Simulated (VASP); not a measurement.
A run of VASP 6.6.1 is set up as follows.

INCAR

```
ALGO = Normal
EDIFF = 1E-6
EDIFFG = -0.01
ENCUT = 600
GGA = PE
IBRION = 2
ISIF = 3
ISMEAR = 0
LASPH = True
LCHARG = False
LREAL = False
LWAVE = False
NELM = 80
NSW = 100
PREC = Accurate
SIGMA = 0.1
```

File KPOINTS:

```
k-points
0
Gamma
  10 10 10
```

File POSCAR:

```
Mg3Te
1.0
    4.6181606470      0.0000000000      0.0000000000
    0.0000000000      4.6181606470      0.0000000000
    0.0000000000      0.0000000000      4.6181606470
Mg Te
3 1
Direct
    0.0000000000      0.5000000000      0.5000000000
    0.5000000000      0.0000000000      0.5000000000
    0.5000000000      0.5000000000      0.0000000000
    0.0000000000      0.0000000000      0.0000000000
```

Potentials or basis: VASP PAW PBE potentials, release 64 (Mg, Te).

Launch:

```sh
$ cat potpaw_PBE.64/Mg/POTCAR potpaw_PBE.64/Te/POTCAR > POTCAR
$ mpirun -np 1 vasp_std > vasp.out
```

(1) Estimate the relaxed volume.

(2) Predict the space group after relaxing (to 0.05 Å).

(3) Estimate the band gap on the k mesh.

(4) What does it give for the relaxed cell?

Answers

(1) 24.57 Å³/atom.

(2) Pm-3m (No. 221).

(3) zero (band 6 reaches 5.45 eV, above the bottom of band 7 at 2.73 eV).

(4) a = 4.615 Å, b = 4.615 Å, c = 4.615 Å, α = 90.00°, β = 90.00°, γ = 90.00°.

Caveat: spin-orbit coupling is left out, which moves the levels of the heavy elements.
